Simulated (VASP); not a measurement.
# Ge2Sb2Te5 (P-3m1) in VASP: a series of runs

The runs below take Ge2Sb2Te5 through single point, with PBE.

Everything below comes from runs of VASP 6.6.1. Logs are shortened: lines on timing, memory, paths and dates and some standing lists are left out, and cuts for length are marked.

## 1. The cell of the first run

The structure is trigonal, space group P-3m1 (No. 164). Conventional cell: a = 4.363 Å, b = 4.363 Å, c = 17.182 Å, α = 90.00°, β = 90.00°, γ = 120.00°. Ge (site symmetry 3m) has 6 Te at 2.86 to 3.29 Å within 3.8 Å. Within 4.0 Å of Sb (site symmetry 3m) lie 6 Te at 3.02 to 3.17 Å. Within 4.4 Å of Te (site symmetry -3m) lie 6 Sb at 3.17 Å and 12 Te at 4.36 to 4.38 Å. Within 4.0 Å of Te (site symmetry 3m) lie 3 Sb at 3.02 Å and 3 Ge at 3.29 Å. Te (site symmetry 3m) has 3 Ge at 2.86 Å within 3.8 Å.

## 2. Single point, PBE

Input file INCAR:

```
  PREC = Accurate
  ENCUT = 520
  EDIFF = 1E-6
  ISMEAR = 0
  SIGMA = 0.03
  LREAL = F
  LASPH = T
  NELM = 100
  ALGO = Normal
  ISIF = 2
  LWAVE = F
  LCHARG = T
  GGA = PE
  LELF = T
  LVHAR = T
  NBANDS = 44
```

Input file KPOINTS:

```
Automatic mesh
0
Gamma
  9 9 2
```

Input file POSCAR:

```
Ge2Sb2Te5
1.0
    4.3635000000      0.0000000000      0.0000000000
   -2.1817500000      3.7789018494      0.0000000000
    0.0000000000      0.0000000000     17.1822000000
Ge Sb Te
2 2 5
Direct
    0.0000000000      0.0000000000      0.3314713560
    0.0000000000      0.0000000000      0.6685286440
    0.3333333333      0.6666666667      0.1121550832
    0.6666666667      0.3333333333      0.8878449168
    0.0000000000      0.0000000000      0.0000000000
    0.3333333333      0.6666666667      0.7913602895
    0.6666666667      0.3333333333      0.2086397105
    0.3333333333      0.6666666667      0.4097504733
    0.6666666667      0.3333333333      0.5902495267
```

Potentials or basis: VASP PAW PBE potentials, release 64 (Ge_d, Sb, Te).

Run with:

```
> cat potpaw_PBE.64/Ge_d/POTCAR potpaw_PBE.64/Sb/POTCAR potpaw_PBE.64/Te/POTCAR > POTCAR
> mpirun -np 1 vasp_std > vasp.out
```

OUTCAR:

```text
PREC = Accurate
   ENCUT = 520
   EDIFF = 1E-6
   ISMEAR = 0
   LREAL = F
   LASPH = T
   NELM = 100
   ISIF = 2
   GGA = PE

 ion  position               nearest neighbor table
   1  0.000  0.000  0.331-   8 2.86   8 2.86   8 2.86   7 3.29   7 3.29   7 3.29
   2  0.000  0.000  0.669-   9 2.86   9 2.86   9 2.86   6 3.29   6 3.29   6 3.29
   3  0.333  0.667  0.112-   7 3.02   7 3.02   7 3.02   5 3.17   5 3.17   5 3.17
   4  0.667  0.333  0.888-   6 3.02   6 3.02   6 3.02   5 3.17   5 3.17   5 3.17
   5  0.000  0.000  0.000-   3 3.17   4 3.17   3 3.17   4 3.17   4 3.17   3 3.17
   6  0.333  0.667  0.791-   4 3.02   4 3.02   4 3.02   2 3.29   2 3.29   2 3.29
   7  0.667  0.333  0.209-   3 3.02   3 3.02   3 3.02   1 3.29   1 3.29   1 3.29
   8  0.333  0.667  0.410-   1 2.86   1 2.86   1 2.86
   9  0.667  0.333  0.590-   2 2.86   2 2.86   2 2.86

  LATTYP: Found a hexagonal cell.
 ALAT       =     4.3635000000
 C/A-ratio  =     3.9377105535

  Lattice vectors:

 A1 = (   4.3635000000,   0.0000000000,   0.0000000000)
 A2 = (  -2.1817500000,   3.7789018494,   0.0000000000)
 A3 = (   0.0000000000,   0.0000000000,  17.1822000000)

Analysis of symmetry for initial positions (statically):
=====================================================================
 Subroutine PRICEL returns:
 Original cell was already a primitive cell.

 Routine SETGRP: Setting up the symmetry group for a
 hexagonal supercell.

 Subroutine GETGRP returns: Found 12 space group operations
 (whereof 12 operations were pure point group operations)
 out of a pool of 24 trial point group operations.

The static configuration has the point symmetry D_3d.

Analysis of symmetry for dynamics (positions and initial velocities):
=====================================================================
 Subroutine PRICEL returns:
 Original cell was already a primitive cell.

 Routine SETGRP: Setting up the symmetry group for a
 hexagonal supercell.

 Subroutine GETGRP returns: Found 12 space group operations
 (whereof 12 operations were pure point group operations)
 out of a pool of 24 trial point group operations.

The dynamic configuration has the point symmetry D_3d.

 Subroutine INISYM returns: Found 12 space group operations
 (whereof 12 operations are pure point group operations),
 and found     1 'primitive' translations

----------------------------------------------------------------------------------------

                                     Primitive cell

  volume of cell :     283.3214

  direct lattice vectors                    reciprocal lattice vectors
     4.363500000  0.000000000  0.000000000     0.229173828  0.132313571  0.000000000
    -2.181750000  3.778901849  0.000000000     0.000000000  0.264627143  0.000000000
     0.000000000  0.000000000 17.182200000     0.000000000  0.000000000  0.058199765

  length of vectors
     4.363500000  4.363500000 17.182200000     0.264627143  0.264627143  0.058199765

  position of ions in fractional coordinates (direct lattice)
     0.000000000  0.000000000  0.331471356
     0.000000000  0.000000000  0.668528644
     0.333333333  0.666666667  0.112155083
     0.666666667  0.333333333  0.887844917
     0.000000000  0.000000000  0.000000000
     0.333333333  0.666666667  0.791360289
     0.666666667  0.333333333  0.208639711
     0.333333333  0.666666667  0.409750473
     0.666666667  0.333333333  0.590249527

  ion indices of the primitive-cell ions
   primitive index   ion index
                 1           1
                 2           2
                 3           3
                 4           4
                 5           5
                 6           6
                 7           7
                 8           8
                 9           9

----------------------------------------------------------------------------------------

 KPOINTS: Automatic mesh

Automatic generation of k-mesh.
 Grid dimensions read from file:
 generate k-points for:    9    9    2

 Generating k-lattice:

  Cartesian coordinates                     Fractional coordinates (reciprocal lattice)
     0.025463759  0.014701508  0.000000000     0.111111111  0.000000000  0.000000000
     0.000000000  0.029403016  0.000000000     0.000000000  0.111111111  0.000000000
     0.000000000  0.000000000  0.029099882     0.000000000  0.000000000  0.500000000

  Length of vectors
     0.029403016  0.029403016  0.029099882

  Shift w.r.t. Gamma in fractional coordinates (k-lattice)
     0.000000000  0.000000000  0.000000000

 Subroutine IBZKPT returns following result:
 ===========================================

 Found     24 irreducible k-points:

 Following reciprocal coordinates:
            Coordinates               Weight
  0.000000  0.000000  0.000000      1.000000
  0.111111  0.000000  0.000000      6.000000
  0.222222  0.000000  0.000000      6.000000
  0.333333  0.000000  0.000000      6.000000
  0.444444  0.000000  0.000000      6.000000
  0.111111  0.111111  0.000000      6.000000
[... 16 lines left out ...]
  0.333333  0.222222  0.500000     12.000000
  0.333333  0.333333  0.500000      2.000000
   k-points           NKPTS =     24   k-points in BZ     NKDIM =     24   number of bands    NBANDS=     44
   number of dos      NEDOS =    301   number of ions     NIONS =      9
   total plane-waves  NPLWV = 131072
   dimension x,y,z NGX =    32 NGY =   32 NGZ =  128
   dimension x,y,z NGXF=    64 NGYF=   64 NGZF=  256
   ions per type =               2   2   5
   NGX,Y,Z   is equivalent  to a cutoff of  12.19, 12.19, 12.38 a.u.
   NGXF,Y,Z  is equivalent  to a cutoff of  24.38, 24.38, 24.77 a.u.
 SYSTEM =  unknown system
   PREC   = accura    normal or accurate (medium, high low for compatibility)
   ISTART =      0    job   : 0-new  1-cont  2-samecut
   ICHARG =      2    charge: 1-file 2-atom 10-const
   ISPIN  =      1    spin polarized calculation?
   LNONCOLLINEAR =      F non collinear calculations
   LSORBIT =      F    spin-orbit coupling
   LASPH  =      T    aspherical Exc in radial PAW
   ENCUT  =  520.0 eV  38.22 Ry    6.18 a.u.   8.11  8.11 31.95*2*pi/ulx,y,z
   NELM   =    100;   NELMIN=  2; NELMDL= -5     # of ELM steps
   EDIFF  = 0.1E-05   stopping-criterion for ELM
   LREAL  =      F    real-space projection
   EDIFFG = 0.1E-04   stopping-criterion for IOM
   NSW    =      0    number of steps for IOM
   IBRION =     -1    ionic relax: 0-MD 1-quasi-New 2-CG
   NFREE  =      0    steps in history (QN), initial steepest desc. (CG)
   ISIF   =      2    stress and relaxation
   ISYM   =      2    0-nonsym 1-usesym 2-fastsym
   POTIM  = 0.5000    time-step for ionic-motion
   TEBEG  =    0.0;   TEEND  =   0.0 temperature during run
   PSTRESS=    0.0 pullay stress
   NELECT =      68.0000    total number of electrons
   NUPDOWN=      -1.0000    fix difference up-down
   EMIN   =  10.00;   EMAX   =-10.00  energy-range for DOS
   EFERMI =   0.00;   METHOD = LEGACY
   ISMEAR =     0;   SIGMA  =   0.03  broadening in eV -4-tet -1-fermi 0-gaus
   EFERMI_NEDOS =   21; number of points for ismear=-14 and -15
   IALGO  =     38    algorithm
   IMIX   =      4    mixing-type and parameters
     AMIX     =   0.40;   BMIX     =  1.00
     AMIX_MAG =   1.60;   BMIX_MAG =  1.00
  volume/ion in A,a.u.               =      31.48       212.44
  Fermi-wavevector in a.u.,A,eV,Ry     =   1.017383  1.922576 14.082971  1.035069
  Thomas-Fermi vector in A             =   2.150781
   LORBIT       =      0    0 simple, 1 ext, 2 COOP (PROOUT), +10 PAW based schemes
   GGA     = PE    functional components
   LHFCALC =     F    Hartree Fock is set to
   AEXX    =    0.0000 exact exchange contribution
   IVDW    =     0    specifies the selected vdW correction
   LEPSILON=     F    determine dielectric tensor
   LRPA    =     F    only Hartree local field effects (RPA)
 non-spin polarized calculation
 Gauss-broadening in eV      SIGMA  =   0.03
  energy-cutoff  :      520.00
  volume of cell :      283.32
 maximum number of plane-waves:      7662
   NGX = 17   NGY = 17   NGZ = 63

 number of electron      67.9999966 magnetization

 Free energy of the ion-electron system (eV)
  ---------------------------------------------------
  ext. energy  EPLUGINS =         0.00000000
  ---------------------------------------------------
  free energy    TOTEN  =       -33.75222026 eV

  energy without entropy =      -33.75221499  energy(sigma->0) =      -33.75221763

 E-fermi :   5.7715     XC(G=0):  -9.2246

 val. band max:        5.7015065373   @ k =   0.1111   0.0000   0.0000
 cond. band min:       5.8346774450   @ k =   0.0000   0.0000   0.0000
 fundamental gap:      0.1331709077
 Fermi energy:         5.7715100364

 k-point     1 :       0.0000    0.0000    0.0000
  band No.  band energies     occupation
      1     -18.9495      2.00000
      2     -18.9495      2.00000
      3     -18.9495      2.00000
      4     -18.9495      2.00000
      5     -18.9400      2.00000
      6     -18.9400      2.00000
[... 36 lines left out ...]
     43       7.7049      0.00000
     44       7.8904      0.00000

 k-point     2 :       0.1111    0.0000    0.0000
  band No.  band energies     occupation
      1     -18.9497      2.00000
      2     -18.9497      2.00000
      3     -18.9493      2.00000
      4     -18.9493      2.00000
      5     -18.9401      2.00000
      6     -18.9401      2.00000
[... 36 lines left out ...]
     43       8.1444      0.00000
     44       8.2809      0.00000

 k-point     3 :       0.2222    0.0000    0.0000
  band No.  band energies     occupation
      1     -18.9502      2.00000
      2     -18.9502      2.00000
      3     -18.9488      2.00000
      4     -18.9488      2.00000
      5     -18.9403      2.00000
      6     -18.9403      2.00000
[... 976 lines left out ...]
     43       9.4099      0.00000
     44       9.7502      0.00000

 k-point    24 :       0.3333    0.3333    0.5000
  band No.  band energies     occupation
      1     -18.9505      2.00000
      2     -18.9505      2.00000
      3     -18.9486      2.00000
      4     -18.9486      2.00000
      5     -18.9404      2.00000
      6     -18.9404      2.00000
[... 36 lines left out ...]
     43       9.9320      0.00000
     44      10.0713      0.00000

------------------------ aborting loop because EDIFF is reached ----------------------------------------

  FORCE on cell =-STRESS in cart. coord.  units (eV):
  Direction    XX          YY          ZZ          XY          YZ          ZX
  --------------------------------------------------------------------------------------
  -------------------------------------------------------------------------------------
  Total       -1.1795205     -1.1795205      2.7856603     -0.0000000      0.0000000      0.0000000
  in kB       -6.6701670     -6.6701670     15.7528585     -0.0000000      0.0000000      0.0000000
  external PRESSURE =       0.8041748 kB  Pullay stress =       0.0000000 kB

 VOLUME and BASIS-vectors are now :
 -----------------------------------------------------------------------------
  energy-cutoff  :      520.00
  volume of cell :      283.32
      direct lattice vectors                 reciprocal lattice vectors
     4.363500000  0.000000000  0.000000000     0.229173828  0.132313571  0.000000000
    -2.181750000  3.778901849  0.000000000     0.000000000  0.264627143  0.000000000
     0.000000000  0.000000000 17.182200000     0.000000000  0.000000000  0.058199765

 POSITION                                       TOTAL-FORCE (eV/Angst)
 -----------------------------------------------------------------------------------
      0.00000      0.00000      5.69541        -0.000000      0.000000     -0.080400
      0.00000      0.00000     11.48679         0.000000      0.000000      0.080400
     -0.00000      2.51927      1.92707         0.000000      0.000000     -0.037600
      2.18175      1.25963     15.25513         0.000000      0.000000      0.037600
      0.00000      0.00000      0.00000         0.000000      0.000000     -0.000000
     -0.00000      2.51927     13.59731        -0.000000      0.000000     -0.158523
      2.18175      1.25963      3.58489         0.000000      0.000000      0.158523
     -0.00000      2.51927      7.04041        -0.000000     -0.000000      0.224448
      2.18175      1.25963     10.14179         0.000000      0.000000     -0.224448
 -----------------------------------------------------------------------------------
    total drift:                                0.000000     -0.000000      0.000000

  FREE ENERGIE OF THE ION-ELECTRON SYSTEM (eV)
  ---------------------------------------------------
  free  energy   TOTEN  =       -33.7522202641 eV

  energy  without entropy=      -33.7522149942  energy(sigma->0) =      -33.75221763
```

It took 8.5 min on 1 thread of Oxide Virtual Turin-like, shared host; peak memory 0.49 GiB.

Results:

```yaml
Free_energy: -33.7522 eV
Pressure: 0.1 GPa
Largest_force: 0.224 eV/Å
Band_gap_on_the_k_mesh: 0.13 eV (least direct gap 0.24 eV)
```

Forces in eV/Å, atoms in the order of the input:
```
Ge   0.000  0.000 -0.080
Ge   0.000  0.000  0.080
Sb   0.000  0.000 -0.038
Sb   0.000  0.000  0.038
Te   0.000  0.000  0.000
Te   0.000  0.000 -0.159
Te   0.000  0.000  0.159
Te   0.000  0.000  0.224
Te   0.000  0.000 -0.224
```

Caveat: semilocal functionals underestimate gaps, and a narrow one can read as zero; spin-orbit coupling is left out, which moves the levels of the heavy elements; this functional lacks dispersion, which binds layers or chains, so the pressure and a relaxed spacing across them are unreliable. A k mesh can miss the band edges.

(Part 1 of 2 ends here.)
